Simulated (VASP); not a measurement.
The system is DyW2.

```
CELL_PARAMETERS angstrom
0.00000 3.14437 3.14437
3.14437 0.00000 3.14437
3.14437 3.14437 0.00000
ATOMIC_POSITIONS crystal
Dy 0.75000 0.75000 0.75000
W 0.50000 0.50000 0.50000
W 0.25000 0.25000 0.25000
```

The cell was generated, and may not be a known phase.

* Program: VASP 6.6.1
* Task: relaxation of cell and atoms
* Functional: PBE
* Potentials or basis: VASP PAW PBE potentials, release 64 (Dy_3, W_sv), 4f in core
* Cutoff: 500 eV
* k mesh: 6 × 6 × 6
* Occupations: gaussian, width 0.1 eV
* Spin: no spin polarisation

At the start: pressure 9.6 GPa; volume 20.73 Å³/atom.

**Question.** Where does the relaxation end?

**Answer.** Over 3 steps the energy falls by 38.5 meV/atom and the volume is 22.13 Å³/atom (+6.8 %); space group F-43m (No. 216, to 0.1 Å) before and after.

Step by step:
| step | energy change (eV) | largest force (eV/Å) | pressure (GPa) | volume (Å³) |
| --- | --- | --- | --- | --- |
| 1 | 0.0000 | 0.0000 | 9.56 | 62.18 |
| 2 | 0.1901 | 0.0000 | -11.54 | 73.98 |
| 3 | -0.1154 | 0.0000 | -0.27 | 66.40 |

Final structure:
```
Dy W
1.0
     0.00000    3.21402    3.21402
     3.21402    0.00000    3.21402
     3.21402    3.21402    0.00000
Dy W
1 2
Direct
  0.75000 0.75000 0.75000
  0.50000 0.50000 0.50000
  0.25000 0.25000 0.25000
```
